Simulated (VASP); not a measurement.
Wanted: the native input for a VASP 6.6.1 run.

```
Task                               : single point
Functional                         : PBE-based screened hybrid with 10 % exact exchange
Potentials or basis                : VASP PAW PBE potentials, release 64 (Zn, O_h)
Cutoff                             : 1000 eV
k mesh                             : 5 × 5 × 3
Occupations                        : fermi-dirac, width 0.05 eV
Spin                               : no spin polarisation
Dipole correction                  : no
Grid for exact exchange (PRECFOCK) : Normal
Share of exact exchange            : 0.1
Further INCAR settings             : ALGO = Normal; EDIFF = 1e-06; NBANDS = 26
Screening parameter                : 0.20787 1/Å
```

The system is ZnO.

```
CELL_PARAMETERS angstrom
3.24931 0.00000 0.00000
-1.62465 2.81398 0.00000
0.00000 0.00000 5.20571
ATOMIC_POSITIONS crystal
Zn 0.66667 0.33333 0.00000
Zn 0.33333 0.66667 0.50000
O 0.33333 0.66667 0.87901
O 0.66667 0.33333 0.37901
```

One way to write it, as run:

POSCAR

```
ZnO
1.0
    3.2493080000      0.0000000000      0.0000000000
   -1.6246540000      2.8139832727      0.0000000000
    0.0000000000      0.0000000000      5.2057090000
Zn O
2 2
Direct
    0.6666666667      0.3333333333      0.0000000000
    0.3333333333      0.6666666667      0.5000000000
    0.3333333333      0.6666666667      0.8790100000
    0.6666666667      0.3333333333      0.3790100000
```

INCAR.step1

```
SYSTEM = ZnO
PREC = Accurate ; ENCUT = 1000
EDIFF = 1E-5 ; ISMEAR = -1
SIGMA = 0.05 ; LREAL = .FALSE.
LASPH = .TRUE. ; NELM = 120
ALGO = Normal ; ISIF = 2
LWAVE = .TRUE. ; LCHARG = .FALSE.
GGA = PE ; NBANDS = 26
GGA_COMPAT = .FALSE.
```

INCAR.step2

```
SYSTEM = ZnO
PREC = Accurate ; ENCUT = 1000
EDIFF = 1E-6 ; ISMEAR = -1
SIGMA = 0.05 ; LREAL = .FALSE.
LASPH = .TRUE. ; NELM = 120
ALGO = Normal ; ISIF = 2
LWAVE = .FALSE. ; LCHARG = .FALSE.
GGA = PE ; LHFCALC = .TRUE.
AEXX = 0.1 ; HFSCREEN = 0.2078699
PRECFOCK = Normal ; ISTART = 1
NBANDS = 26 ; GGA_COMPAT = .FALSE.
```

KPOINTS

```
Automatic mesh
0
G
  5 5 3
  0 0 0
```

Potentials or basis: VASP PAW PBE potentials, release 64 (Zn, O_h).

Launch:

```console
$ cat potpaw_PBE.64/Zn/POTCAR potpaw_PBE.64/O_h/POTCAR > POTCAR
$ cp INCAR.step1 INCAR
$ mpirun -np 1 vasp_std > vasp.out
$ cp INCAR.step2 INCAR
$ mpirun -np 1 vasp_std > vasp.out
```

It gave:

The pressure is 4.2 GPa, the largest force is 0.077 eV/Å and the band gap on the k mesh is 1.45 eV.

Caveat: the k points lie up to 0.45 Å⁻¹ apart; the PAW data sets were made with another functional, which shifts forces and pressure a little.

Run time: 67 min on 1 thread of AMD EPYC 7R13 Processor (Zen 3), on a shared host, peak memory 0.37 GiB.
